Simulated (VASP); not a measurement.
La, 2 atoms in the cell. Symmetry: P6_3/mmc, No. 194, hexagonal system. Conventional cell: a = 3.839 Å, b = 3.839 Å, c = 6.161 Å, α = 90.00°, β = 90.00°, γ = 120.00°. La (site symmetry -6m2) has 12 La at 3.79 to 3.84 Å within 5.0 Å. 

- Program: VASP 6.6.1
- Task: single point
- Functional: revPBE
- Potentials or basis: VASP PAW PBE potentials, release 64 (La)
- Cutoff: 520 eV
- k mesh: 11 × 11 × 6
- Occupations: fermi-dirac, width 0.1 eV
- Spin: no spin polarisation
- Dipole correction: no
- Further INCAR settings: ALGO = Normal; EDIFF = 1e-06; NBANDS = 18

Potentials or basis: VASP PAW PBE potentials, release 64 (La).

Launch:

```bash
$ cat potpaw_PBE.64/La/POTCAR > POTCAR
$ mpirun -np 1 vasp_std > vasp.out
```

Hardware: 1 thread of Intel(R) Xeon(R) 6975P-C (Granite Rapids) (shared host).

Problem. Estimate the wall time of this run.

Solution. Run time: 65 s on 1 thread of Intel(R) Xeon(R) 6975P-C (Granite Rapids), with other jobs on the host, peak memory 0.25 GiB. Counts: scf iterations 15, k points 64.
